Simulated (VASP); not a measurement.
The system is ZnS (Wurtzite-2H).

```xyz
4
Lattice="3.8110 0.0000 0.0000 -1.9055 3.3004 0.0000 0.0000 0.0000 6.2340" Properties=species:S:1:pos:R:3 pbc="T T T"
Zn    0.0000    2.2003    0.0000
Zn    1.9055    1.1001    3.1170
S     0.0000    2.2003    2.4001
S     1.9055    1.1001    5.5171
```

- Program: VASP 6.6.1
- Task: relaxation of cell and atoms
- Functional: RPBE
- Potentials or basis: VASP PAW PBE potentials, release 64 (Zn, S)
- Cutoff: 600 eV
- k mesh: 6 × 6 × 4
- Occupations: gaussian, width 0.01 eV
- Spin: no spin polarisation

At the start: pressure 5.1 GPa; volume 19.60 Å³/atom.

Task: How do energy, volume and symmetry change on relaxing?

Result: Over 8 steps the energy falls by 25.6 meV/atom and the volume is 20.98 Å³/atom (+7.0 %); space group P6_3mc (No. 186, to 0.05 Å).

Step by step:
```tsv
step	energy change (eV)	largest force (eV/Å)	pressure (GPa)	volume (Å³)
1	0.0000	0.3296	5.10	78.41
2	-0.0914	0.0754	-1.18	85.70
3	-0.0970	0.1169	-0.11	84.16
4	-0.0970	0.1136	-0.18	84.28
5	-0.0995	0.0745	-0.17	84.18
6	-0.1018	0.0301	0.05	83.93
7	-0.1018	0.0161	-0.01	83.96
8	-0.1024	0.0044	0.00	83.91
```

Final structure:
```xyz
4
Lattice="3.8962 0.0000 0.0000 -1.9481 3.3742 0.0000 0.0000 0.0000 6.3823" Properties=species:S:1:pos:R:3 pbc="T T T"
Zn    0.0000    2.2495    0.0319
Zn    1.9481    1.1247    3.2230
S     0.0000    2.2495    2.4253
S     1.9481    1.1247    5.6165
```

Caveat: the PAW data sets were made with another functional, which shifts forces and pressure a little.
